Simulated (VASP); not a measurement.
# Rh (P6_3/mmc) in VASP: single point with PBE

Aim: the single point of Rh with PBE.

Everything below comes from runs of VASP 6.6.1. Logs are shortened: lines on timing, memory, paths and dates and some standing lists are left out, and cuts for length are marked.

## Step 1: The cell of the first run

Symmetry: P6_3/mmc, No. 194, hexagonal system. The conventional cell has a = 2.730 Å, b = 2.730 Å, c = 4.369 Å, α = 90.00°, β = 90.00°, γ = 120.00°. Rh (site symmetry -6m2) has 12 Rh at 2.69 to 2.73 Å within 3.6 Å.

## Step 2: Single point, PBE

Input file INCAR:

```
SYSTEM = Rh
PREC = Accurate
ENCUT = 500
EDIFF = 1E-6
ISMEAR = 0
SIGMA = 0.05
LREAL = .FALSE.
LASPH = .TRUE.
NELM = 120
ALGO = Normal
ISIF = 2
LWAVE = .FALSE.
LCHARG = .FALSE.
GGA = PE
NBANDS = 22
GGA_COMPAT = .FALSE.
```

Input file KPOINTS:

```
Automatic mesh
0
G
  8 8 4
  0 0 0
```

Input file POSCAR:

```
Rh
1.0
    2.7304455730      0.0000000000      0.0000000000
   -1.3652227865      2.3646352299      0.0000000000
    0.0000000000      0.0000000000      4.3685167370
Rh
2
Direct
    0.3333333333      0.6666666667      0.7500000000
    0.6666666667      0.3333333333      0.2500000000
```

Potentials or basis: VASP PAW PBE potentials, release 64 (Rh_pv).

Launch:

```bash
$ cat potpaw_PBE.64/Rh_pv/POTCAR > POTCAR
$ mpirun -np 1 vasp_std > vasp.out
```

OUTCAR:

```text
SYSTEM = Rh
   PREC = Accurate
   ENCUT = 500
   EDIFF = 1E-6
   ISMEAR = 0
   LREAL = .FALSE.
   LASPH = .TRUE.
   NELM = 120
   ISIF = 2
   GGA = PE

 ion  position               nearest neighbor table
   1  0.333  0.667  0.750-   2 2.69   2 2.69   2 2.69   2 2.69   2 2.69   2 2.69
   2  0.667  0.333  0.250-   1 2.69   1 2.69   1 2.69   1 2.69   1 2.69   1 2.69

  LATTYP: Found a hexagonal cell.
 ALAT       =     2.7304455730
 C/A-ratio  =     1.5999281510

  Lattice vectors:

 A1 = (   2.7304455730,   0.0000000000,   0.0000000000)
 A2 = (  -1.3652227865,   2.3646352299,   0.0000000000)
 A3 = (   0.0000000000,   0.0000000000,   4.3685167370)

Analysis of symmetry for initial positions (statically):
=====================================================================
 Subroutine PRICEL returns:
 Original cell was already a primitive cell.

 Routine SETGRP: Setting up the symmetry group for a
 hexagonal supercell.

 Subroutine GETGRP returns: Found 24 space group operations
 (whereof 12 operations were pure point group operations)
 out of a pool of 24 trial point group operations.

The static configuration has the point symmetry D_3d.
 The point group associated with its full space group is D_6h.

Analysis of symmetry for dynamics (positions and initial velocities):
=====================================================================
 Subroutine PRICEL returns:
 Original cell was already a primitive cell.

 Routine SETGRP: Setting up the symmetry group for a
 hexagonal supercell.

 Subroutine GETGRP returns: Found 24 space group operations
 (whereof 12 operations were pure point group operations)
 out of a pool of 24 trial point group operations.

The dynamic configuration has the point symmetry D_3d.
 The point group associated with its full space group is D_6h.

 Subroutine INISYM returns: Found 24 space group operations
 (whereof 12 operations are pure point group operations),
 and found     1 'primitive' translations

----------------------------------------------------------------------------------------

                                     Primitive cell

  volume of cell :      28.2054

  direct lattice vectors                    reciprocal lattice vectors
     2.730445573  0.000000000  0.000000000     0.366240591  0.211449104  0.000000000
    -1.365222786  2.364635230  0.000000000     0.000000000  0.422898207  0.000000000
     0.000000000  0.000000000  4.368516737     0.000000000  0.000000000  0.228910649
[... 76 lines left out ...]
   ISTART =      0    job   : 0-new  1-cont  2-samecut
   ICHARG =      2    charge: 1-file 2-atom 10-const
   ISPIN  =      1    spin polarized calculation?
   LNONCOLLINEAR =      F non collinear calculations
   LSORBIT =      F    spin-orbit coupling
   LASPH  =      T    aspherical Exc in radial PAW
   ENCUT  =  500.0 eV  36.75 Ry    6.06 a.u.   4.98  4.98  7.96*2*pi/ulx,y,z
   NELM   =    120;   NELMIN=  2; NELMDL= -5     # of ELM steps
   EDIFF  = 0.1E-05   stopping-criterion for ELM
   LREAL  =      F    real-space projection
   EDIFFG = 0.1E-04   stopping-criterion for IOM
   NSW    =      0    number of steps for IOM
   IBRION =     -1    ionic relax: 0-MD 1-quasi-New 2-CG
   NFREE  =      0    steps in history (QN), initial steepest desc. (CG)
   ISIF   =      2    stress and relaxation
   ISYM   =      2    0-nonsym 1-usesym 2-fastsym
   POTIM  = 0.5000    time-step for ionic-motion
   TEBEG  =    0.0;   TEEND  =   0.0 temperature during run
   PSTRESS=    0.0 pullay stress
   NELECT =      30.0000    total number of electrons
   NUPDOWN=      -1.0000    fix difference up-down
   EMIN   =  10.00;   EMAX   =-10.00  energy-range for DOS
   EFERMI =   0.00;   METHOD = LEGACY
   ISMEAR =     0;   SIGMA  =   0.05  broadening in eV -4-tet -1-fermi 0-gaus
   EFERMI_NEDOS =   21; number of points for ismear=-14 and -15
   IALGO  =     38    algorithm
   IMIX   =      4    mixing-type and parameters
     AMIX     =   0.40;   BMIX     =  1.00
     AMIX_MAG =   1.60;   BMIX_MAG =  1.00
  volume/ion in A,a.u.               =      14.10        95.17
  Fermi-wavevector in a.u.,A,eV,Ry     =   1.671109  3.157937 37.995686  2.792604
  Thomas-Fermi vector in A             =   2.756489
   LORBIT       =      0    0 simple, 1 ext, 2 COOP (PROOUT), +10 PAW based schemes
   GGA     = PE    functional components
   LHFCALC =     F    Hartree Fock is set to
   AEXX    =    0.0000 exact exchange contribution
   IVDW    =     0    specifies the selected vdW correction
   LEPSILON=     F    determine dielectric tensor
   LRPA    =     F    only Hartree local field effects (RPA)
 non-spin polarized calculation
 Gauss-broadening in eV      SIGMA  =   0.05
  energy-cutoff  :      500.00
  volume of cell :       28.21
 maximum number of plane-waves:       727
 NGX is ok and might be reduce to    20
   NGX =  9   NGY =  9   NGZ = 15

 number of electron      30.0000020 magnetization

 Free energy of the ion-electron system (eV)
  ---------------------------------------------------
  ext. energy  EPLUGINS =         0.00000000
  ---------------------------------------------------
  free energy    TOTEN  =       -14.42804607 eV

  energy without entropy =      -14.42166262  energy(sigma->0) =      -14.42485434

 E-fermi :  11.5295     XC(G=0): -13.8663

 val. band max:       11.5100794674   @ k =   0.3750   0.1250   0.0000
 cond. band min:      11.5358513264   @ k =   0.5000  -0.0000   0.2500
 fundamental gap:      0.0257718590
 Fermi energy:        11.5294734004

 k-point     1 :       0.0000    0.0000    0.0000
  band No.  band energies     occupation
      1     -35.5902      2.00000
      2     -34.9691      2.00000
      3     -34.9691      2.00000
      4     -34.8857      2.00000
      5     -34.8644      2.00000
      6     -34.8644      2.00000
[... 589 lines left out ...]
     21      27.9332      0.00000
     22      27.9332      0.00000

 [... further k-points ...]
[... 5 lines left out ...]
  --------------------------------------------------------------------------------------
  -------------------------------------------------------------------------------------
  Total        0.0250421      0.0250421     -0.0035098      0.0000000      0.0000000      0.0000000
  in kB        1.4224913      1.4224913     -0.1993688      0.0000000      0.0000000      0.0000000
  external PRESSURE =       0.8818713 kB  Pullay stress =       0.0000000 kB

 VOLUME and BASIS-vectors are now :
 -----------------------------------------------------------------------------
  energy-cutoff  :      500.00
  volume of cell :       28.21
      direct lattice vectors                 reciprocal lattice vectors
     2.730445573  0.000000000  0.000000000     0.366240591  0.211449104  0.000000000
    -1.365222786  2.364635230  0.000000000     0.000000000  0.422898207  0.000000000
     0.000000000  0.000000000  4.368516737     0.000000000  0.000000000  0.228910649

 POSITION                                       TOTAL-FORCE (eV/Angst)
 -----------------------------------------------------------------------------------
     -0.00000      1.57642      3.27639        -0.000000      0.000000      0.000000
      1.36522      0.78821      1.09213         0.000000     -0.000000      0.000000
 -----------------------------------------------------------------------------------
    total drift:                               -0.000000      0.000000     -0.000000

  FREE ENERGIE OF THE ION-ELECTRON SYSTEM (eV)
  ---------------------------------------------------
  free  energy   TOTEN  =       -14.4280460666 eV

  energy  without entropy=      -14.4216626221  energy(sigma->0) =      -14.42485434
```

It took 9.1 s on 1 thread of Intel Xeon 6975P-C, shared host; peak memory 0.14 GiB.

Results:

- Free energy: -14.4280 eV
- Pressure: 0.1 GPa
- Band gap on the k mesh: zero (band 15 reaches 12.17 eV, above the bottom of band 16 at 10.12 eV)
